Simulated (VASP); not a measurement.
# Pt (Fm-3m) in VASP: a series of runs

Pt is run at these levels: PBEsol; tasks: single point, relaxation of volume and atoms at fixed shape.

Program: VASP 6.6.1. These are calculated values, not measurements. Logs are shortened: lines on timing, memory, paths and dates and some standing lists are left out, and cuts for length are marked.

## Step 1: The cell of the first run

The structure is cubic, space group Fm-3m (No. 225). Conventional cell: a = 3.921 Å, b = 3.921 Å, c = 3.921 Å, α = 90.00°, β = 90.00°, γ = 90.00°. Within 3.7 Å of Pt (site symmetry m-3m) lie 12 Pt at 2.77 Å.

## Step 2: Single point, PBEsol

Contents of INCAR:

```
SYSTEM = Pt
  PREC = Accurate
  ENCUT = 500
  EDIFF = 1E-6
  ISMEAR = -1
  SIGMA = 0.1
  LREAL = .False.
  LASPH = .True.
  NELM = 120
  ALGO = Normal
  ISIF = 2
  LWAVE = .False.
  LCHARG = .False.
  GGA = PS
  NBANDS = 11
  GGA_COMPAT = .False.
```

Contents of KPOINTS:

```
regular mesh
0
Gamma
  10 10 10
  0 0 0
```

Contents of POSCAR:

```
Pt
1.0
    0.0000000000      1.9604079523      1.9604079523
    1.9604079523      0.0000000000      1.9604079523
    1.9604079523      1.9604079523      0.0000000000
Pt
1
Direct
    0.0000000000      0.0000000000      0.0000000000
```

Potentials or basis: VASP PAW PBE potentials, release 64 (Pt).

Run with:

```console
cat potpaw_PBE.64/Pt/POTCAR > POTCAR
mpirun -np 1 vasp_std > vasp.out
```

OUTCAR:

```text
SYSTEM = Pt
   PREC = Accurate
   ENCUT = 500
   EDIFF = 1E-6
   ISMEAR = -1
   LREAL = .False.
   LASPH = .True.
   NELM = 120
   ISIF = 2
   GGA = PS

 ion  position               nearest neighbor table
   1  0.000  0.000  0.000-

  LATTYP: Found a face centered cubic cell.
 ALAT       =     3.9208159046

  Lattice vectors:

 A1 = (   0.0000000000,   1.9604079523,   1.9604079523)
 A2 = (   1.9604079523,   0.0000000000,   1.9604079523)
 A3 = (   1.9604079523,   1.9604079523,   0.0000000000)

Analysis of symmetry for initial positions (statically):
=====================================================================
 Subroutine PRICEL returns:
 Original cell was already a primitive cell.

 Routine SETGRP: Setting up the symmetry group for a
 face centered cubic supercell.

 Subroutine GETGRP returns: Found 48 space group operations
 (whereof 48 operations were pure point group operations)
 out of a pool of 48 trial point group operations.

The static configuration has the point symmetry O_h .

Analysis of symmetry for dynamics (positions and initial velocities):
=====================================================================
 Subroutine PRICEL returns:
 Original cell was already a primitive cell.

 Routine SETGRP: Setting up the symmetry group for a
 face centered cubic supercell.

 Subroutine GETGRP returns: Found 48 space group operations
 (whereof 48 operations were pure point group operations)
 out of a pool of 48 trial point group operations.

The dynamic configuration has the point symmetry O_h .

 Subroutine INISYM returns: Found 48 space group operations
 (whereof 48 operations are pure point group operations),
 and found     1 'primitive' translations

----------------------------------------------------------------------------------------

                                     Primitive cell

  volume of cell :      15.0685

  direct lattice vectors                    reciprocal lattice vectors
     0.000000000  1.960407952  1.960407952    -0.255048955  0.255048955  0.255048955
     1.960407952  0.000000000  1.960407952     0.255048955 -0.255048955  0.255048955
     1.960407952  1.960407952  0.000000000     0.255048955  0.255048955 -0.255048955

  length of vectors
     2.772435514  2.772435514  2.772435514     0.441757749  0.441757749  0.441757749

  position of ions in fractional coordinates (direct lattice)
     0.000000000  0.000000000  0.000000000

  ion indices of the primitive-cell ions
[... 79 lines left out ...]
   NFREE  =      0    steps in history (QN), initial steepest desc. (CG)
   ISIF   =      2    stress and relaxation
   ISYM   =      2    0-nonsym 1-usesym 2-fastsym
   POTIM  = 0.5000    time-step for ionic-motion
   TEBEG  =    0.0;   TEEND  =   0.0 temperature during run
   PSTRESS=    0.0 pullay stress
   NELECT =      10.0000    total number of electrons
   NUPDOWN=      -1.0000    fix difference up-down
   EMIN   =  10.00;   EMAX   =-10.00  energy-range for DOS
   EFERMI =   0.00;   METHOD = LEGACY
   ISMEAR =    -1;   SIGMA  =   0.10  broadening in eV -4-tet -1-fermi 0-gaus
   EFERMI_NEDOS =   21; number of points for ismear=-14 and -15
   IALGO  =     38    algorithm
   IMIX   =      4    mixing-type and parameters
     AMIX     =   0.40;   BMIX     =  1.00
     AMIX_MAG =   1.60;   BMIX_MAG =  1.00
  volume/ion in A,a.u.               =      15.07       101.69
  Fermi-wavevector in a.u.,A,eV,Ry     =   1.427968  2.698468 27.743527  2.039092
  Thomas-Fermi vector in A             =   2.548080
   LORBIT       =      0    0 simple, 1 ext, 2 COOP (PROOUT), +10 PAW based schemes
   GGA     = PS    functional components
   LHFCALC =     F    Hartree Fock is set to
   AEXX    =    0.0000 exact exchange contribution
   IVDW    =     0    specifies the selected vdW correction
   LEPSILON=     F    determine dielectric tensor
   LRPA    =     F    only Hartree local field effects (RPA)
 non-spin polarized calculation
  energy-cutoff  :      500.00
  volume of cell :       15.07
 maximum number of plane-waves:       392
   NGX = 11   NGY = 11   NGZ = 11

 number of electron      10.0000001 magnetization

 Free energy of the ion-electron system (eV)
  ---------------------------------------------------
  ext. energy  EPLUGINS =         0.00000000
  ---------------------------------------------------
  free energy    TOTEN  =        -6.97438017 eV

  energy without entropy =       -6.91838582  energy(sigma->0) =       -6.94638300

 E-fermi :  11.1366     XC(G=0): -13.6332

 val. band max:       11.1310989161   @ k =   0.5000   0.5000   0.0000
 cond. band min:      11.1590931755   @ k =   0.5000   0.0000   0.0000
 fundamental gap:      0.0279942594
 Fermi energy:        11.1366151347

 k-point     1 :       0.0000    0.0000    0.0000
  band No.  band energies     occupation
      1       0.8069      2.00000
      2       7.3047      2.00000
      3       7.3047      2.00000
      4       7.3047      2.00000
      5       9.4836      2.00000
      6       9.4836      2.00000
      7      25.7357      0.00000
      8      30.6945      0.00000
      9      30.6945      0.00000
     10      30.6945      0.00000
     11      35.9950      0.00000
[... 309 lines left out ...]
 k-point    24 :       0.4000    0.3000    0.0000
  band No.  band energies     occupation
      1       4.4569      2.00000
      2       5.1043      2.00000
      3       8.4599      2.00000
      4       9.7984      2.00000
      5      11.0602      1.36455
      6      11.3204      0.27460
      7      23.0527      0.00000
      8      25.3922      0.00000
      9      25.8789      0.00000
     10      30.9969      0.00000
     11      33.1823      0.00000

 [... further k-points ...]

------------------------ aborting loop because EDIFF is reached ----------------------------------------

  FORCE on cell =-STRESS in cart. coord.  units (eV):
  Direction    XX          YY          ZZ          XY          YZ          ZX
  --------------------------------------------------------------------------------------
  -------------------------------------------------------------------------------------
  Total       -0.0362719     -0.0362719     -0.0362719      0.0000000      0.0000000      0.0000000
  in kB       -3.8566577     -3.8566577     -3.8566577      0.0000000      0.0000000      0.0000000
  external PRESSURE =      -3.8566577 kB  Pullay stress =       0.0000000 kB

 VOLUME and BASIS-vectors are now :
 -----------------------------------------------------------------------------
  energy-cutoff  :      500.00
  volume of cell :       15.07
      direct lattice vectors                 reciprocal lattice vectors
     0.000000000  1.960407952  1.960407952    -0.255048955  0.255048955  0.255048955
     1.960407952  0.000000000  1.960407952     0.255048955 -0.255048955  0.255048955
     1.960407952  1.960407952  0.000000000     0.255048955  0.255048955 -0.255048955

 POSITION                                       TOTAL-FORCE (eV/Angst)
 -----------------------------------------------------------------------------------
      0.00000      0.00000      0.00000        -0.000000      0.000000     -0.000000
 -----------------------------------------------------------------------------------
    total drift:                               -0.000000     -0.000000     -0.000000

  FREE ENERGIE OF THE ION-ELECTRON SYSTEM (eV)
  ---------------------------------------------------
  free  energy   TOTEN  =        -6.9743801692 eV

  energy  without entropy=       -6.9183858239  energy(sigma->0) =       -6.94638300
```

OSZICAR:

```text
N       E                     dE             d eps       ncg     rms          rms(c)
DAV:   1     0.387420221691E+02    0.38742E+02   -0.52335E+03  1042   0.821E+02
DAV:   2    -0.683945409136E+01   -0.45581E+02   -0.43687E+02  1175   0.176E+02
DAV:   3    -0.742522925091E+01   -0.58578E+00   -0.58160E+00  1196   0.191E+01
DAV:   4    -0.742756034685E+01   -0.23311E-02   -0.23309E-02  1208   0.141E+00
DAV:   5    -0.742757879437E+01   -0.18448E-04   -0.18449E-04  1187   0.115E-01    0.134E+01
DAV:   6    -0.702301761079E+01    0.40456E+00   -0.91754E-01  1112   0.763E+00    0.688E+00
DAV:   7    -0.697869427345E+01    0.44323E-01   -0.15420E-01  1205   0.302E+00    0.260E+00
DAV:   8    -0.697462415679E+01    0.40701E-02   -0.62389E-03  1118   0.722E-01    0.630E-01
DAV:   9    -0.697437592341E+01    0.24823E-03   -0.17671E-04  1154   0.123E-01    0.300E-02
DAV:  10    -0.697438004200E+01   -0.41186E-05   -0.35977E-06  1277   0.131E-02    0.472E-03
DAV:  11    -0.697438016924E+01   -0.12724E-06   -0.49811E-08   634   0.210E-03
   1 F= -.69743802E+01 E0= -.69463830E+01  d E =-.559943E-01
```

stdout:

```text
POSCAR found type information on POSCAR Pt
 POSCAR found :  1 types and       1 ions
 scaLAPACK will be used
 -----------------------------------------------------------------------------
|                                                                             |
|                                                                             |
|     You enforced a specific xc type in the INCAR file but a different       |
|     I HOPE YOU KNOW WHAT YOU ARE DOING!                                     |
|                                                                             |
 -----------------------------------------------------------------------------

 LDA part: xc-table for (Slater+PW92), standard interpolation
 POSCAR, INCAR and KPOINTS ok, starting setup
 FFT: planning ... GRIDC
 FFT: planning ... GRID_SOFT
 FFT: planning ... GRID
 WAVECAR not read
 entering main loop
```

It took 3.6 s on 1 thread of AMD EPYC 9R45 (Zen 5), shared host; peak memory 0.1 GiB.

What came out:

* Free energy: -6.9744 eV
* Pressure: -0.4 GPa
* Band gap on the k mesh: zero (bands 5 and 6 overlap by 2.21 eV)

Caveat: the PAW data sets were made with another functional, which shifts forces and pressure a little; spin-orbit coupling is left out, which moves the levels of the heavy elements.

## Step 3: Relaxation of volume and atoms at fixed shape, PBEsol

Contents of INCAR:

```
PREC = Accurate
ENCUT = 500
EDIFF = 1E-7
ISMEAR = -1
SIGMA = 0.1
LREAL = False
LASPH = True
NELM = 120
ALGO = Normal
ISIF = 8
LWAVE = False
LCHARG = False
GGA = PS
IBRION = 2
NSW = 80
EDIFFG = -0.01
GGA_COMPAT = False
NELMIN = 4
```

Contents of KPOINTS:

```
Automatic mesh
0
Gamma
  10 10 10
```

Contents of POSCAR:

```
Pt
1.0
    0.0000000000      1.9600000000      1.9600000000
    1.9600000000      0.0000000000      1.9600000000
    1.9600000000      1.9600000000      0.0000000000
Pt
1
Direct
    0.0000000000      0.0000000000      0.0000000000
```

Potentials or basis: VASP PAW PBE potentials, release 64 (Pt).

Run with:

```console
cat potpaw_PBE.64/Pt/POTCAR > POTCAR
mpirun -np 1 vasp_std > vasp.out
```

Wall time 6.1 s (1 thread of AMD EPYC 9R45 (Zen 5), shared host); peak memory 0.1 GiB.

Results (log left out):

* Free energy: -6.9744 eV
* Relaxed volume: 15.05 Å³/atom
* Relaxed cell: a = 2.771 Å, b = 2.771 Å, c = 2.771 Å, α = 60.00°, β = 60.00°, γ = 60.00°
* Space group after relaxing (to 0.1 Å): Fm-3m (No. 225)
* Energy gained by relaxing: 0.0 meV/atom
* Ionic steps: 3
* Pressure after relaxing: 0.0 GPa
* Band gap on the k mesh: zero (bands 5 and 6 overlap by 2.21 eV)

Final structure:
```
Pt
1.0
     0.00000    1.95950    1.95950
     1.95950    0.00000    1.95950
     1.95950    1.95950    0.00000
Pt
1
Direct
  0.00000 0.00000 0.00000
```

Levels at points of the mesh, in eV from the Fermi level:
| k point | band 1 | band 2 | band 3 | band 4 | band 5 | band 6 | band 7 | band 8 | band 9 |
| --- | --- | --- | --- | --- | --- | --- | --- | --- | --- |
| (0.00, 0.00, 0.00) | -10.35 | -3.84 | -3.84 | -3.84 | -1.66 | -1.66 | 14.60 | 19.56 | 19.56 |
| (0.50, 0.00, 0.00) | -7.42 | -3.90 | -3.90 | -0.58 | 0.02 | 0.02 | 5.80 | 14.15 | 18.93 |
| (0.50, 0.50, 0.00) | -7.16 | -6.69 | -0.01 | 0.47 | 0.47 | 1.68 | 8.83 | 11.32 | 11.32 |

Caveat: the PAW data sets were made with another functional, which shifts forces and pressure a little; spin-orbit coupling is left out, which moves the levels of the heavy elements.

The gap in the log of VASP goes by the Fermi energy; the results here count the filled bands.